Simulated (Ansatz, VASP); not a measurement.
## Two plane-wave programs on CuSb

Contents of POSCAR:

```
CuSb
1.0
    0.0000000000      2.8806801956      2.8806801956
    2.8806801956      0.0000000000      2.8806801956
    2.8806801956      2.8806801956      0.0000000000
Cu Sb
1 1
Direct
    0.0000000000      0.0000000000      0.0000000000
    0.2500000000      0.2500000000      0.2500000000
```

Contents of INCAR.step1:

```
SYSTEM = CuSb
PREC = Accurate ; ENCUT = 660
ISMEAR = 0 ; SIGMA = 0.05
LREAL = .FALSE. ; LASPH = .TRUE.
NELM = 120 ; NBANDS = 15
GGA = PE ; ALGO = Normal
EDIFF = 1E-5 ; LWAVE = .TRUE.
LCHARG = .FALSE. ; GGA_COMPAT = .FALSE.
```

Contents of INCAR.step2:

```
SYSTEM = CuSb
PREC = Accurate ; ENCUT = 660
EDIFF = 1E-6 ; ISMEAR = 0
SIGMA = 0.05 ; LREAL = .FALSE.
LASPH = .TRUE. ; NELM = 120
ALGO = Normal ; ISIF = 2
LWAVE = .FALSE. ; LCHARG = .TRUE.
METAGGA = R2SCAN ; LMIXTAU = .TRUE.
LELF = .TRUE. ; LVHAR = .TRUE.
NBANDS = 15 ; ISTART = 1
GGA_COMPAT = .FALSE.
```

The input KPOINTS:

```
Automatic mesh
0
G
  10 10 10
  0 0 0
```

Input for Ansatz:

```yaml
crystal:
  lattice:
    - [0.0, 2.8806801956, 2.8806801956]
    - [2.8806801956, 0.0, 2.8806801956]
    - [2.8806801956, 2.8806801956, 0.0]
  atoms:
    - { symbol: Cu, position: [0.0, 0.0, 0.0] }
    - { symbol: Sb, position: [0.25, 0.25, 0.25] }
basis:
  ecutwfc: 500
  ecutrho_ratio: 4
kpoints:
  mp_grid: { grid: [10, 10, 10] }
hamiltonian:
  xc: r2scan
scf:
  occupations: { method: gaussian, width: 0.05 }
output:
  forces: true
  stress: true
  eigenvalues: true
```

Alike in both runs: task single point; functional r2SCAN; k mesh 10 × 10 × 10; occupations gaussian, width 0.05 eV; no spin polarisation.

|  | VASP | Ansatz |
| --- | --- | --- |
| version | VASP 6.6.1 | Ansatz 0.2.0 |
| potentials or method | VASP PAW PBE potentials, release 64 (Cu, Sb), cutoff 660 eV | scalar-relativistic, plane waves, PAW |
| valence electrons in the cell | 16 | 34 |

|  | VASP | Ansatz | Ansatz less VASP |
| --- | --- | --- | --- |
| gap on the k mesh at the Fermi level (eV) | none | none | - |
| pressure (GPa) | 1.4 | 1.4 | 0.00 |

VASP's potentials were made for PBE, not for r2SCAN. A gap of «none» marks a metal or a gap that the smearing closes. VASP's potentials hold 16 valence electrons a cell and Ansatz's 34, so a difference there can come from the potentials and not from the codes.

Spin-orbit coupling is off throughout.
